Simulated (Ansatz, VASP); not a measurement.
## One calculation of PbSe, two programs

INCAR

```
SYSTEM = PbSe
PREC = Accurate ; ENCUT = 520
EDIFF = 1E-6 ; ISMEAR = 0
SIGMA = 0.01 ; LREAL = .False.
LASPH = .True. ; NELM = 100
ALGO = Normal ; ISIF = 2
LWAVE = .False. ; LCHARG = .False.
GGA = PE ; NBANDS = 28
```

The input KPOINTS:

```
Automatic mesh
0
Gamma
  6 6 4
  0 0 0
```

The input POSCAR:

```
PbSe
1.0
    5.1741302626      0.0000000000      0.0000000000
   -2.5870651313      4.4809282499      0.0000000000
    0.0000000000      0.0000000000      6.2132838893
Pb Se
2 2
Direct
    0.3333333333      0.6666666667      0.2500000000
    0.6666666667      0.3333333333      0.7500000000
    0.6666666667      0.3333333333      0.2500000000
    0.3333333333      0.6666666667      0.7500000000
```

Input for Ansatz:

```yaml
crystal:
  lattice:
    - [5.1741302626, 0.0, 0.0]
    - [-2.5870651313, 4.4809282499, 0.0]
    - [0.0, 0.0, 6.2132838893]
  atoms:
    - { symbol: Pb, position: [0.3333333333, 0.6666666667, 0.25] }
    - { symbol: Pb, position: [0.6666666667, 0.3333333333, 0.75] }
    - { symbol: Se, position: [0.6666666667, 0.3333333333, 0.25] }
    - { symbol: Se, position: [0.3333333333, 0.6666666667, 0.75] }
kpoints:
  mp_grid: { grid: [6, 6, 4] }
  band_path:
    path:
      - [0.0, 0.0, 0.0]
      - [0.5, 0.0, 0.0]
      - [0.3333333333, 0.3333333333, 0.0]
      - [0.0, 0.0, 0.5]
      - [0.5, 0.0, 0.5]
      - [0.3333333333, 0.3333333333, 0.5]
    npoints: 1
hamiltonian:
  xc: pbe
scf:
  occupations: { method: fixed }
  n_extra_bands: 5
output:
  forces: true
  stress: true
  eigenvalues: true
```

Alike in both runs: task single point; functional PBE; k mesh 6 × 6 × 4; no spin polarisation.

|  | VASP | Ansatz |
| --- | --- | --- |
| version | VASP 6.6.1 | Ansatz 0.2.0 |
| potentials or method | VASP PAW PBE potentials, release 64 (Pb_d, Se) | plane waves, PAW |
| plane-wave cutoff (eV) | 520 | 420 |
| occupations | gaussian, width 0.01 eV | fixed |
| valence electrons in the cell | 40 | 60 |

|  | VASP | Ansatz | Ansatz less VASP |
| --- | --- | --- | --- |
| gap on the k mesh at the Fermi level (eV) | 1.16 | 1.16 | -0.003 |
| pressure (GPa) | 0.8 | 0.8 | +0.01 |
| traceless stress, the component that is largest in VASP (GPa) | 0.10 | 0.10 | +0.003 |

VASP's potentials hold 40 valence electrons a cell and Ansatz's 60, so a difference there can come from the potentials and not from the codes.

Neither program's run includes spin-orbit coupling.
